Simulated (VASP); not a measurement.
Crystal: WC.

```
W C
1.0
     0.00000    2.23569    2.23569
     2.23569    0.00000    2.23569
     2.23569    2.23569    0.00000
W C
1 1
Direct
  0.00000 0.00000 0.00000
  0.50000 0.50000 0.50000
```

This cell differs from its parent crystal: volume scaled by 1.06.

Base run:

- Program: VASP 6.6.1
- Functional: PBE
- Potentials or basis: VASP PAW PBE potentials, release 64 (W_sv, C)
- Cutoff: 520 eV
- k mesh: 10 × 10 × 10
- Occupations: fermi-dirac, width 0.05 eV
- Spin: no spin polarisation

Its results: band gap on the k mesh zero (band 9 reaches 12.46 eV, above the bottom of band 10 at 9.56 eV); pressure -19.2 GPa.

After a change of settings the same cell gave: band gap on the k mesh zero (band 9 reaches 12.30 eV, above the bottom of band 10 at 9.42 eV); pressure -31.5 GPa. Which change was it?
A. functional from PBE to r2SCAN; further incar settings from ALGO = Normal; EDIFF = 1e-07; NBANDS = 16 to ALGO = Normal; EDIFF = 1e-06; NBANDS = 16
B. functional from PBE to LDA; potentials or basis from VASP PAW PBE potentials, release 64 (W_sv, C) to VASP PAW LDA potentials, release 64 (W_sv, C)
C. further incar settings from ALGO = Normal; EDIFF = 1e-07; NBANDS = 16 to ALGO = Normal; EDIFF = 1e-06; NBANDS = 16
D. functional from PBE to PBEsol; further incar settings from ALGO = Normal; EDIFF = 1e-07; NBANDS = 16 to ALGO = Normal; EDIFF = 1e-06; NBANDS = 16

B.

Caveats: spin-orbit coupling is left out, which moves the levels of the heavy elements.
